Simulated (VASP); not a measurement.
Sc, 3 atoms in the cell. The structure is monoclinic, space group C2/m (No. 12). Conventional cell: a = 8.808 Å, b = 5.001 Å, c = 3.201 Å, α = 90.00°, β = 90.06°, γ = 90.00°. Sc (site symmetry m) has 11 Sc at 2.90 to 3.35 Å within 3.8 Å. Sc (site symmetry 2/m) has 14 Sc at 3.20 to 3.35 Å within 4.2 Å. 

```yaml
Program: VASP 6.6.1
Task: single point
Functional: r2SCAN
Potentials_or_basis: VASP PAW PBE potentials, release 64 (Sc_sv)
Cutoff: 520 eV
k_mesh: 4 × 4 × 6
Occupations: gaussian, width 0.1 eV
Spin: no spin polarisation
Dipole_correction: no
Further_INCAR_settings: ALGO = Normal; EDIFF = 1e-06; NBANDS = 24
```

Potentials or basis: VASP PAW PBE potentials, release 64 (Sc_sv).

The run is started by

```bash
$ cat potpaw_PBE.64/Sc_sv/POTCAR > POTCAR
$ cp INCAR.step1 INCAR
$ mpirun -np 1 vasp_std > vasp.out
$ cp INCAR.step2 INCAR
$ mpirun -np 1 vasp_std > vasp.out
```

Hardware: 1 thread of AMD EPYC 7571 (shared host).

Estimate the wall time of this run.

Wall time 10 min on 1 thread of AMD EPYC 7571, with other jobs on the host, peak memory 0.18 GiB. Counts: k points 34.
